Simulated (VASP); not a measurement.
# BN (P1) in VASP: single point with r2SCAN

Aim: the single point of BN with r2SCAN.

All numbers are computed with VASP 6.6.1; they aren't measurements. Logs are shortened: lines on timing, memory, paths and dates and some standing lists are left out, and cuts for length are marked.

### 1 The cell of the first run

The typed cell holds 4 atoms: a = 2.554 Å, b = 2.554 Å, c = 4.227 Å, α = 90.00°, β = 90.00°, γ = 120.00°.

### 2 Single point, r2SCAN (all B atoms moved +0.175 Å, as atom 1 along Cartesian [1 1 1])

POSCAR

```
BN
1.0
    2.5539396017      0.0000000000      0.0000000000
   -1.2769698009      2.2117765748      0.0000000000
    0.0000000000      0.0000000000      4.2268550000
B N
2 2
Direct
    0.7290681543      0.3790143927      1.0236274216
    0.3957348210      0.7123477261      0.5236274216
    0.6666666667      0.3333333333      0.6252760000
    0.3333333333      0.6666666667      0.1252760000
```

INCAR.step1

```
SYSTEM = BN
PREC = Accurate
ENCUT = 520
ISMEAR = 0
SIGMA = 0.05
LREAL = .FALSE.
LASPH = .TRUE.
NELM = 100
NBANDS = 16
GGA = PE
ALGO = Normal
EDIFF = 1E-4
LWAVE = .TRUE.
LCHARG = .FALSE.
```

INCAR.step2

```
SYSTEM = BN
PREC = Accurate
ENCUT = 520
EDIFF = 1E-6
ISMEAR = 0
SIGMA = 0.05
LREAL = .FALSE.
LASPH = .TRUE.
NELM = 100
ALGO = Normal
ISIF = 2
LWAVE = .FALSE.
LCHARG = .FALSE.
METAGGA = R2SCAN
LMIXTAU = .TRUE.
NBANDS = 16
ISTART = 1
```

KPOINTS

```
Automatic mesh
0
G
  12 12 6
  0 0 0
```

Potentials or basis: VASP PAW PBE potentials, release 64 (B, N).

Launch:

```
cat potpaw_PBE.64/B/POTCAR potpaw_PBE.64/N/POTCAR > POTCAR
cp INCAR.step1 INCAR
mpirun -np 1 vasp_std > vasp.out
cp INCAR.step2 INCAR
mpirun -np 1 vasp_std > vasp.out
```

OUTCAR:

```text
SYSTEM = BN
   PREC = Accurate
   ENCUT = 520
   EDIFF = 1E-6
   ISMEAR = 0
   LREAL = .FALSE.
   LASPH = .TRUE.
   NELM = 100
   ISIF = 2
   METAGGA = R2SCAN
   ISTART = 1

 ion  position               nearest neighbor table
   1  0.729  0.379  0.024-   4 1.40   4 1.58   4 1.64   3 1.69
   2  0.396  0.712  0.524-   3 1.44   3 1.51   3 1.67   4 1.69
   3  0.667  0.333  0.625-   2 1.44   2 1.51   2 1.67   1 1.69
   4  0.333  0.667  0.125-   1 1.40   1 1.58   1 1.64   2 1.69

  LATTYP: Found a hexagonal cell.
 ALAT       =     2.5539396017
 C/A-ratio  =     1.6550332659

  Lattice vectors:

 A1 = (   2.5539396017,   0.0000000000,   0.0000000000)
 A2 = (  -1.2769698009,   2.2117765748,   0.0000000000)
 A3 = (   0.0000000000,   0.0000000000,   4.2268550000)

Analysis of symmetry for initial positions (statically):
=====================================================================
 Subroutine PRICEL returns:
 Original cell was already a primitive cell.

 Routine SETGRP: Setting up the symmetry group for a
 hexagonal supercell.

 Subroutine GETGRP returns: Found  1 space group operations
 (whereof  1 operations were pure point group operations)
 out of a pool of 24 trial point group operations.

The static configuration has the point symmetry C_1 .

Analysis of symmetry for dynamics (positions and initial velocities):
=====================================================================
 Subroutine PRICEL returns:
 Original cell was already a primitive cell.

 Routine SETGRP: Setting up the symmetry group for a
 hexagonal supercell.

 Subroutine GETGRP returns: Found  1 space group operations
 (whereof  1 operations were pure point group operations)
 out of a pool of 24 trial point group operations.

The dynamic configuration has the point symmetry C_1 .

 Subroutine INISYM returns: Found  1 space group operations
 (whereof  1 operations are pure point group operations),
 and found     1 'primitive' translations

----------------------------------------------------------------------------------------

                                     Primitive cell

  volume of cell :      23.8764

  direct lattice vectors                    reciprocal lattice vectors
     2.553939602  0.000000000  0.000000000     0.391551938  0.226062617  0.000000000
    -1.276969801  2.211776575  0.000000000     0.000000000  0.452125233  0.000000000
     0.000000000  0.000000000  4.226855000     0.000000000  0.000000000  0.236582518

  length of vectors
     2.553939602  2.553939602  4.226855000     0.452125233  0.452125233  0.236582518

  position of ions in fractional coordinates (direct lattice)
     0.729068154  0.379014393  0.023627422
     0.395734821  0.712347726  0.523627422
     0.666666667  0.333333333  0.625276000
     0.333333333  0.666666667  0.125276000

  ion indices of the primitive-cell ions
   primitive index   ion index
                 1           1
                 2           2
                 3           3
                 4           4

----------------------------------------------------------------------------------------

 KPOINTS: Automatic mesh

Automatic generation of k-mesh.
 Grid dimensions read from file:
 generate k-points for:   12   12    6

 Generating k-lattice:

  Cartesian coordinates                     Fractional coordinates (reciprocal lattice)
     0.032629328  0.018838551  0.000000000     0.083333333  0.000000000  0.000000000
     0.000000000  0.037677103  0.000000000     0.000000000  0.083333333  0.000000000
     0.000000000  0.000000000  0.039430420     0.000000000  0.000000000  0.166666667

  Length of vectors
     0.037677103  0.037677103  0.039430420

  Shift w.r.t. Gamma in fractional coordinates (k-lattice)
     0.000000000  0.000000000  0.000000000

 Subroutine IBZKPT returns following result:
 ===========================================

 Found    436 irreducible k-points:

 Following reciprocal coordinates:
            Coordinates               Weight
  0.000000  0.000000  0.000000      1.000000
  0.083333  0.000000  0.000000      2.000000
  0.000000  0.083333  0.000000      2.000000
 -0.083333  0.083333  0.000000      2.000000
  0.166667  0.000000  0.000000      2.000000
  0.000000  0.166667  0.000000      2.000000
[... 16 lines left out ...]
  0.166667  0.083333  0.000000      2.000000
 -0.083333  0.250000  0.000000      2.000000
 [... further k-points ...]
   k-points           NKPTS =    436   k-points in BZ     NKDIM =    436   number of bands    NBANDS=     16
   number of dos      NEDOS =    301   number of ions     NIONS =      4
   total plane-waves  NPLWV =  12800
   dimension x,y,z NGX =    20 NGY =   20 NGZ =   32
   dimension x,y,z NGXF=    40 NGYF=   40 NGZF=   64
   ions per type =               2   2
   NGX,Y,Z   is equivalent  to a cutoff of  13.02, 13.02, 12.59 a.u.
   NGXF,Y,Z  is equivalent  to a cutoff of  26.04, 26.04, 25.17 a.u.
 SYSTEM =  BN
   PREC   = accura    normal or accurate (medium, high low for compatibility)
   ISTART =      1    job   : 0-new  1-cont  2-samecut
   ICHARG =      0    charge: 1-file 2-atom 10-const
   ISPIN  =      1    spin polarized calculation?
   LNONCOLLINEAR =      F non collinear calculations
   LSORBIT =      F    spin-orbit coupling
   LASPH  =      T    aspherical Exc in radial PAW
   ENCUT  =  520.0 eV  38.22 Ry    6.18 a.u.   4.75  4.75  7.86*2*pi/ulx,y,z
   NELM   =    100;   NELMIN=  2; NELMDL=  0     # of ELM steps
   EDIFF  = 0.1E-05   stopping-criterion for ELM
   LREAL  =      F    real-space projection
   EDIFFG = 0.1E-04   stopping-criterion for IOM
   NSW    =      0    number of steps for IOM
   IBRION =     -1    ionic relax: 0-MD 1-quasi-New 2-CG
   NFREE  =      0    steps in history (QN), initial steepest desc. (CG)
   ISIF   =      2    stress and relaxation
   ISYM   =      2    0-nonsym 1-usesym 2-fastsym
   POTIM  = 0.5000    time-step for ionic-motion
   TEBEG  =    0.0;   TEEND  =   0.0 temperature during run
   PSTRESS=    0.0 pullay stress
   NELECT =      16.0000    total number of electrons
   NUPDOWN=      -1.0000    fix difference up-down
   EMIN   =  10.00;   EMAX   =-10.00  energy-range for DOS
   EFERMI =   0.00;   METHOD = LEGACY
   ISMEAR =     0;   SIGMA  =   0.05  broadening in eV -4-tet -1-fermi 0-gaus
   EFERMI_NEDOS =   21; number of points for ismear=-14 and -15
   IALGO  =     38    algorithm
   IMIX   =      4    mixing-type and parameters
     AMIX     =   0.40;   BMIX     =  1.00
     AMIX_MAG =   1.60;   BMIX_MAG =  1.00
  volume/ion in A,a.u.               =       5.97        40.28
  Fermi-wavevector in a.u.,A,eV,Ry     =   1.432600  2.707222 27.923836  2.052344
  Thomas-Fermi vector in A             =   2.552210
   LORBIT       =      0    0 simple, 1 ext, 2 COOP (PROOUT), +10 PAW based schemes
   METAGGA = R2SCAN    functional components
   LHFCALC =     F    Hartree Fock is set to
   AEXX    =    0.0000 exact exchange contribution
   IVDW    =     0    specifies the selected vdW correction
   LEPSILON=     F    determine dielectric tensor
   LRPA    =     F    only Hartree local field effects (RPA)
 non-spin polarized calculation
 Gauss-broadening in eV      SIGMA  =   0.05
  energy-cutoff  :      520.00
  volume of cell :       23.88
 maximum number of plane-waves:       660
   NGX =  9   NGY =  9   NGZ = 15

 number of electron      16.0000000 magnetization

 Free energy of the ion-electron system (eV)
  ---------------------------------------------------
  ext. energy  EPLUGINS =         0.00000000
  ---------------------------------------------------
  free energy    TOTEN  =       -37.47666666 eV

  energy without entropy =      -37.47666666  energy(sigma->0) =      -37.47666666

 E-fermi :   8.3656     XC(G=0): -13.5673

 val. band max:        8.1334929353   @ k =   0.0000   0.0000   0.0000
 cond. band min:      13.6263453743   @ k =   0.5000   0.0000   0.5000
 fundamental gap:      5.4928524390
 Fermi energy:         8.3656256534

 k-point     1 :       0.0000    0.0000    0.0000
  band No.  band energies     occupation
      1     -14.1205      2.00000
      2      -9.9759      2.00000
      3      -3.6699      2.00000
      4       4.1435      2.00000
      5       4.2400      2.00000
      6       7.0656      2.00000
[... 8 lines left out ...]
     15      21.1228      0.00000
     16      24.0196      0.00000

 k-point     2 :       0.0833    0.0000    0.0000
  band No.  band energies     occupation
      1     -13.9674      2.00000
      2      -9.8627      2.00000
      3      -3.5087      2.00000
      4       3.6300      2.00000
      5       3.9394      2.00000
      6       6.4726      2.00000
[... 8 lines left out ...]
     15      21.3024      0.00000
     16      23.7427      0.00000

 k-point     3 :       0.0000    0.0833    0.0000
  band No.  band energies     occupation
      1     -13.9676      2.00000
      2      -9.8631      2.00000
      3      -3.5088      2.00000
      4       3.6082      2.00000
      5       3.9356      2.00000
      6       6.5949      2.00000
[... 8 lines left out ...]
     15      21.4427      0.00000
     16      23.7452      0.00000

 k-point     4 :      -0.0833    0.0833    0.0000
  band No.  band energies     occupation
      1     -13.9678      2.00000
      2      -9.8635      2.00000
      3      -3.5088      2.00000
      4       3.5773      2.00000
      5       3.9486      2.00000
      6       6.6954      2.00000
[... 8 lines left out ...]
     15      21.5775      0.00000
     16      23.7532      0.00000
[... 324 lines left out ...]
 k-point    22 :      -0.1667    0.0833    0.0000
  band No.  band energies     occupation
      1     -13.6644      2.00000
      2      -9.6455      2.00000
      3      -3.1898      2.00000
      4       2.6771      2.00000
      5       3.3601      2.00000
      6       5.6558      2.00000
[... 8 lines left out ...]
     15      22.2330      0.00000
     16      23.3410      0.00000

 k-point    23 :       0.1667    0.0833    0.0000
  band No.  band energies     occupation
      1     -13.0682      2.00000
      2      -9.2451      2.00000
      3      -2.5660      2.00000
      4       1.2029      2.00000
      5       2.3964      2.00000
      6       4.1320      2.00000
[... 8 lines left out ...]
     15      22.6831      0.00000
     16      23.7502      0.00000

 k-point    24 :      -0.0833    0.2500    0.0000
  band No.  band energies     occupation
      1     -13.0711      2.00000
      2      -9.2496      2.00000
      3      -2.5657      2.00000
      4       1.0955      2.00000
      5       2.4596      2.00000
      6       4.2381      2.00000
[... 8 lines left out ...]
     15      22.6304      0.00000
     16      23.9498      0.00000

 [... further k-points ...]
[... 5 lines left out ...]
  --------------------------------------------------------------------------------------
  -------------------------------------------------------------------------------------
  Total        1.1320281      1.0671941      0.9478011      0.6517197      0.5483429      0.5521604
  in kB       75.9623820     71.6118294     63.6002132     43.7322890     36.7954047     37.0515713
  external PRESSURE =      70.3914749 kB  Pullay stress =       0.0000000 kB

 VOLUME and BASIS-vectors are now :
 -----------------------------------------------------------------------------
  energy-cutoff  :      520.00
  volume of cell :       23.88
      direct lattice vectors                 reciprocal lattice vectors
     2.553939602  0.000000000  0.000000000     0.391551938  0.226062617  0.000000000
    -1.276969801  2.211776575  0.000000000     0.000000000  0.452125233  0.000000000
     0.000000000  0.000000000  4.226855000     0.000000000  0.000000000  0.236582518

 POSITION                                       TOTAL-FORCE (eV/Angst)
 -----------------------------------------------------------------------------------
      1.37801      0.83830      0.09987        -3.796632     -2.937994     -2.271170
      0.10104      1.57555      2.21330        -2.077971     -2.926856     -2.143751
      1.27697      0.73726      2.64295         2.024420      2.927553      2.145258
     -0.00000      1.47452      0.52952         3.850182      2.937297      2.269663
 -----------------------------------------------------------------------------------
    total drift:                                0.000099     -0.000020     -0.000383

  FREE ENERGIE OF THE ION-ELECTRON SYSTEM (eV)
  ---------------------------------------------------
  free  energy   TOTEN  =       -37.4766666600 eV

  energy  without entropy=      -37.4766666600  energy(sigma->0) =      -37.47666666
```

Run time: 8.7 min. Hardware: 1 thread of Intel Xeon Platinum 8259CL at 2.50GHz (Skylake/Cascade Lake), shared host; peak memory 0.24 GiB.

Results:

```
Free energy            : -37.4767 eV
Pressure               : 7.0 GPa
Largest force          : 5.348 eV/Å
Band gap on the k mesh : 5.49 eV, indirect (least direct gap 7.59 eV)
```

Forces on the atoms (eV/Å):
```
B   -3.797 -2.938 -2.271
B   -2.078 -2.927 -2.144
N    2.024  2.928  2.145
N    3.850  2.937  2.270
```

Stress tensor (GPa, compression positive):
```
7.60 4.37 3.71
4.37 7.16 3.68
3.71 3.68 6.36
```

Caveat: the cell differs from its parent crystal (all B atoms moved +0.175 Å, as atom 1 along Cartesian [1 1 1]); the PAW data sets were made with another functional, which shifts forces and pressure a little.
